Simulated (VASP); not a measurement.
# In (Fm-3m) in VASP: single point with PBE

Aim: the single point of In with PBE.

Everything below comes from runs of VASP 6.6.1. Logs are shortened: lines on timing, memory, paths and dates and some standing lists are left out, and cuts for length are marked.

## 1. The cell of the first run

It takes space group Fm-3m (No. 225, cubic). The conventional cell has a = 4.791 Å, b = 4.791 Å, c = 4.791 Å, α = 90.00°, β = 90.00°, γ = 90.00°. In (site symmetry m-3m) has 12 In at 3.39 Å within 4.5 Å.

## 2. Single point, PBE

Input file INCAR:

```
SYSTEM = In
PREC = Accurate ; ENCUT = 500
EDIFF = 1E-6 ; ISMEAR = -1
SIGMA = 0.1 ; LREAL = .False.
LASPH = .True. ; NELM = 120
ALGO = Normal ; ISIF = 2
LWAVE = .False. ; LCHARG = .True.
GGA = PE ; LELF = .True.
LVHAR = .True. ; NBANDS = 12
GGA_COMPAT = .False.
```

Input file KPOINTS:

```
Automatic mesh
0
Gamma
  4 4 4
  0 0 0
```

Input file POSCAR:

```
In
1.0
   -2.3952745356      0.0000000000      2.3952745356
    0.0000000000      2.3952745356      2.3952745356
   -2.3952745356      2.3952745356      0.0000000000
In
1
Direct
    0.0000000000      0.0000000000      0.0000000000
```

Potentials or basis: VASP PAW PBE potentials, release 64 (In_d).

Command:

```sh
cat potpaw_PBE.64/In_d/POTCAR > POTCAR
mpirun -np 1 vasp_std > vasp.out
```

OUTCAR:

```text
SYSTEM = In
   PREC = Accurate
   ENCUT = 500
   EDIFF = 1E-6
   ISMEAR = -1
   LREAL = .False.
   LASPH = .True.
   NELM = 120
   ISIF = 2
   GGA = PE

 ion  position               nearest neighbor table
   1  0.000  0.000  0.000-

  LATTYP: Found a face centered cubic cell.
 ALAT       =     4.7905490712

  Lattice vectors:

 A1 = (  -2.3952745356,   0.0000000000,   2.3952745356)
 A2 = (   0.0000000000,   2.3952745356,   2.3952745356)
 A3 = (  -2.3952745356,   2.3952745356,   0.0000000000)

Analysis of symmetry for initial positions (statically):
=====================================================================
 Subroutine PRICEL returns:
 Original cell was already a primitive cell.

 Routine SETGRP: Setting up the symmetry group for a
 face centered cubic supercell.

 Subroutine GETGRP returns: Found 48 space group operations
 (whereof 48 operations were pure point group operations)
 out of a pool of 48 trial point group operations.

The static configuration has the point symmetry O_h .

Analysis of symmetry for dynamics (positions and initial velocities):
=====================================================================
 Subroutine PRICEL returns:
 Original cell was already a primitive cell.

 Routine SETGRP: Setting up the symmetry group for a
 face centered cubic supercell.

 Subroutine GETGRP returns: Found 48 space group operations
 (whereof 48 operations were pure point group operations)
 out of a pool of 48 trial point group operations.

The dynamic configuration has the point symmetry O_h .

 Subroutine INISYM returns: Found 48 space group operations
 (whereof 48 operations are pure point group operations),
 and found     1 'primitive' translations

----------------------------------------------------------------------------------------

                                     Primitive cell

  volume of cell :      27.4850

  direct lattice vectors                    reciprocal lattice vectors
    -2.395274536  0.000000000  2.395274536    -0.208744339 -0.208744339  0.208744339
     0.000000000  2.395274536  2.395274536     0.208744339  0.208744339  0.208744339
    -2.395274536  2.395274536  0.000000000    -0.208744339  0.208744339 -0.208744339

  length of vectors
     3.387429734  3.387429734  3.387429734     0.361555801  0.361555801  0.361555801

  position of ions in fractional coordinates (direct lattice)
     0.000000000  0.000000000  0.000000000

  ion indices of the primitive-cell ions
   primitive index   ion index
                 1           1

----------------------------------------------------------------------------------------

 KPOINTS: Automatic mesh

Automatic generation of k-mesh.
 Grid dimensions read from file:
 generate k-points for:    4    4    4

 Generating k-lattice:

  Cartesian coordinates                     Fractional coordinates (reciprocal lattice)
    -0.052186085 -0.052186085  0.052186085     0.250000000  0.000000000  0.000000000
     0.052186085  0.052186085  0.052186085     0.000000000  0.250000000  0.000000000
    -0.052186085  0.052186085 -0.052186085     0.000000000  0.000000000  0.250000000

  Length of vectors
     0.090388950  0.090388950  0.090388950

  Shift w.r.t. Gamma in fractional coordinates (k-lattice)
     0.000000000  0.000000000  0.000000000

 Subroutine IBZKPT returns following result:
 ===========================================

 Found      8 irreducible k-points:

 Following reciprocal coordinates:
            Coordinates               Weight
  0.000000  0.000000  0.000000      1.000000
  0.250000  0.000000  0.000000      8.000000
  0.500000  0.000000  0.000000      4.000000
  0.250000  0.250000  0.000000      6.000000
  0.500000  0.250000  0.000000     24.000000
 -0.250000  0.250000  0.000000     12.000000
  0.500000  0.500000  0.000000      3.000000
 -0.250000  0.500000  0.250000      6.000000
   k-points           NKPTS =      8   k-points in BZ     NKDIM =      8   number of bands    NBANDS=     12
   number of dos      NEDOS =    301   number of ions     NIONS =      1
   total plane-waves  NPLWV =  21952
   dimension x,y,z NGX =    28 NGY =   28 NGZ =   28
   dimension x,y,z NGXF=    56 NGYF=   56 NGZF=   56
   ions per type =               1
   NGX,Y,Z   is equivalent  to a cutoff of  13.74, 13.74, 13.74 a.u.
   NGXF,Y,Z  is equivalent  to a cutoff of  27.48, 27.48, 27.48 a.u.
 SYSTEM =  In
   PREC   = accura    normal or accurate (medium, high low for compatibility)
   ISTART =      0    job   : 0-new  1-cont  2-samecut
   ICHARG =      2    charge: 1-file 2-atom 10-const
   ISPIN  =      1    spin polarized calculation?
   LNONCOLLINEAR =      F non collinear calculations
   LSORBIT =      F    spin-orbit coupling
   LASPH  =      T    aspherical Exc in radial PAW
   ENCUT  =  500.0 eV  36.75 Ry    6.06 a.u.   6.18  6.18  6.18*2*pi/ulx,y,z
   NELM   =    120;   NELMIN=  2; NELMDL= -5     # of ELM steps
   EDIFF  = 0.1E-05   stopping-criterion for ELM
   LREAL  =      F    real-space projection
   EDIFFG = 0.1E-04   stopping-criterion for IOM
   NSW    =      0    number of steps for IOM
   IBRION =     -1    ionic relax: 0-MD 1-quasi-New 2-CG
   NFREE  =      0    steps in history (QN), initial steepest desc. (CG)
   ISIF   =      2    stress and relaxation
   ISYM   =      2    0-nonsym 1-usesym 2-fastsym
   POTIM  = 0.5000    time-step for ionic-motion
   TEBEG  =    0.0;   TEEND  =   0.0 temperature during run
   PSTRESS=    0.0 pullay stress
   NELECT =      13.0000    total number of electrons
   NUPDOWN=      -1.0000    fix difference up-down
   EMIN   =  10.00;   EMAX   =-10.00  energy-range for DOS
   EFERMI =   0.00;   METHOD = LEGACY
   ISMEAR =    -1;   SIGMA  =   0.10  broadening in eV -4-tet -1-fermi 0-gaus
   EFERMI_NEDOS =   21; number of points for ismear=-14 and -15
   IALGO  =     38    algorithm
   IMIX   =      4    mixing-type and parameters
     AMIX     =   0.40;   BMIX     =  1.00
     AMIX_MAG =   1.60;   BMIX_MAG =  1.00
  volume/ion in A,a.u.               =      27.49       185.48
  Fermi-wavevector in a.u.,A,eV,Ry     =   1.275530  2.410402 22.136360  1.626977
  Thomas-Fermi vector in A             =   2.408237
   LORBIT       =      0    0 simple, 1 ext, 2 COOP (PROOUT), +10 PAW based schemes
   GGA     = PE    functional components
   LHFCALC =     F    Hartree Fock is set to
   AEXX    =    0.0000 exact exchange contribution
   IVDW    =     0    specifies the selected vdW correction
   LEPSILON=     F    determine dielectric tensor
   LRPA    =     F    only Hartree local field effects (RPA)
 non-spin polarized calculation
  energy-cutoff  :      500.00
  volume of cell :       27.49
 maximum number of plane-waves:       725
 NGX is ok and might be reduce to    28
   NGX = 13   NGY = 13   NGZ = 13

 number of electron      12.9999997 magnetization

 Free energy of the ion-electron system (eV)
  ---------------------------------------------------
  ext. energy  EPLUGINS =         0.00000000
  ---------------------------------------------------
  free energy    TOTEN  =        -2.43764500 eV

  energy without entropy =       -2.41313135  energy(sigma->0) =       -2.42538818

 E-fermi :   6.7630     XC(G=0): -10.0071

 val. band max:        6.4064369102   @ k =   0.5000   0.2500   0.0000
 cond. band min:       6.9459840992   @ k =  -0.2500   0.5000   0.2500
 fundamental gap:      0.5395471890
 Fermi energy:         6.7630458386

 k-point     1 :       0.0000    0.0000    0.0000
  band No.  band energies     occupation
      1      -7.5557      2.00000
      2      -7.5557      2.00000
      3      -7.5557      2.00000
      4      -7.4047      2.00000
      5      -7.4047      2.00000
      6      -2.2194      2.00000
      7      17.1212      0.00000
      8      17.1212      0.00000
      9      17.1212      0.00000
     10      18.4082      0.00000
     11      20.5773      0.00000
     12      20.5773      0.00000

 k-point     2 :       0.2500    0.0000    0.0000
  band No.  band energies     occupation
      1      -7.5742      2.00000
      2      -7.5185      2.00000
      3      -7.5185      2.00000
      4      -7.3705      2.00000
      5      -7.3705      2.00000
      6      -0.8855      2.00000
      7       9.9942      0.00000
      8      15.8309      0.00000
      9      15.8309      0.00000
     10      17.9191      0.00000
     11      20.7709      0.00000
     12      20.7728      0.00000

 k-point     3 :       0.5000    0.0000    0.0000
  band No.  band energies     occupation
      1      -7.6072      2.00000
      2      -7.5465      2.00000
      3      -7.5465      2.00000
      4      -7.2679      2.00000
      5      -7.2679      2.00000
      6       2.6999      2.00000
      7       3.8192      2.00000
      8      15.0678      0.00000
      9      15.0678      0.00000
     10      17.7270      0.00000
     11      19.2219      0.00000
     12      19.2219      0.00000

 k-point     4 :       0.2500    0.2500    0.0000
  band No.  band energies     occupation
      1      -7.6498      2.00000
      2      -7.5181      2.00000
      3      -7.4005      2.00000
      4      -7.4005      2.00000
      5      -7.3416      2.00000
      6      -0.4457      2.00000
      7      12.8286      0.00000
      8      12.9663      0.00000
      9      12.9663      0.00000
     10      15.5438      0.00000
     11      15.8902      0.00000
     12      26.0791      0.00000

 k-point     5 :       0.5000    0.2500    0.0000
  band No.  band energies     occupation
      1      -7.6393      2.00000
      2      -7.5322      2.00000
      3      -7.4064      2.00000
      4      -7.3630      2.00000
      5      -7.2593      2.00000
      6       2.6474      2.00000
      7       6.4064      1.94502
      8       9.9639      0.00000
      9      12.4029      0.00000
     10      15.1527      0.00000
     11      20.5016      0.00000
     12      23.6363      0.00000

 k-point     6 :      -0.2500    0.2500    0.0000
  band No.  band energies     occupation
      1      -7.5623      2.00000
      2      -7.5169      2.00000
      3      -7.4300      2.00000
      4      -7.3864      2.00000
      5      -7.3464      2.00000
      6       1.3430      2.00000
      7       8.4542      0.00000
      8       8.8611      0.00000
      9      14.6468      0.00000
     10      16.6987      0.00000
     11      21.8113      0.00000
     12      22.4041      0.00000

 k-point     7 :       0.5000    0.5000    0.0000
  band No.  band energies     occupation
      1      -7.7431      2.00000
      2      -7.6588      2.00000
      3      -7.2778      2.00000
      4      -7.2333      2.00000
      5      -7.2333      2.00000
      6       4.8095      2.00000
      7       4.9327      2.00000
      8      10.9202      0.00000
      9      10.9202      0.00000
     10      14.1071      0.00000
     11      14.3964      0.00000
     12      28.2063      0.00000

 k-point     8 :      -0.2500    0.5000    0.2500
  band No.  band energies     occupation
      1      -7.5624      2.00000
      2      -7.5048      2.00000
      3      -7.5048      2.00000
      4      -7.3613      2.00000
      5      -7.2332      2.00000
      6       5.2844      2.00000
      7       6.9460      0.27662
      8       6.9460      0.27662
      9       8.4207      0.00000
     10      20.0039      0.00000
     11      20.8018      0.00000
     12      20.8018      0.00000

------------------------ aborting loop because EDIFF is reached ----------------------------------------

  FORCE on cell =-STRESS in cart. coord.  units (eV):
  Direction    XX          YY          ZZ          XY          YZ          ZX
  --------------------------------------------------------------------------------------
  -------------------------------------------------------------------------------------
  Total        0.4317487      0.4317487      0.4317487      0.0000000     -0.0000000      0.0000000
  in kB       25.1678304     25.1678304     25.1678304      0.0000000     -0.0000000      0.0000000
  external PRESSURE =      25.1678304 kB  Pullay stress =       0.0000000 kB

 VOLUME and BASIS-vectors are now :
 -----------------------------------------------------------------------------
  energy-cutoff  :      500.00
  volume of cell :       27.49
      direct lattice vectors                 reciprocal lattice vectors
    -2.395274536  0.000000000  2.395274536    -0.208744339 -0.208744339  0.208744339
     0.000000000  2.395274536  2.395274536     0.208744339  0.208744339  0.208744339
    -2.395274536  2.395274536  0.000000000    -0.208744339  0.208744339 -0.208744339

 POSITION                                       TOTAL-FORCE (eV/Angst)
 -----------------------------------------------------------------------------------
      0.00000      0.00000      0.00000         0.000000      0.000000      0.000000
 -----------------------------------------------------------------------------------
    total drift:                                0.000000     -0.000000     -0.000000

  FREE ENERGIE OF THE ION-ELECTRON SYSTEM (eV)
  ---------------------------------------------------
  free  energy   TOTEN  =        -2.4376449990 eV

  energy  without entropy=       -2.4131313540  energy(sigma->0) =       -2.42538818
```

It took 13 s on 1 thread of AMD EPYC 7R13, shared host; peak memory 0.12 GiB.

What came out:

```yaml
Free_energy: -2.4376 eV
Pressure: 2.5 GPa
```

Caveat: the k points lie up to 0.57 Å⁻¹ apart; spin-orbit coupling is left out, which moves the levels of the heavy elements.
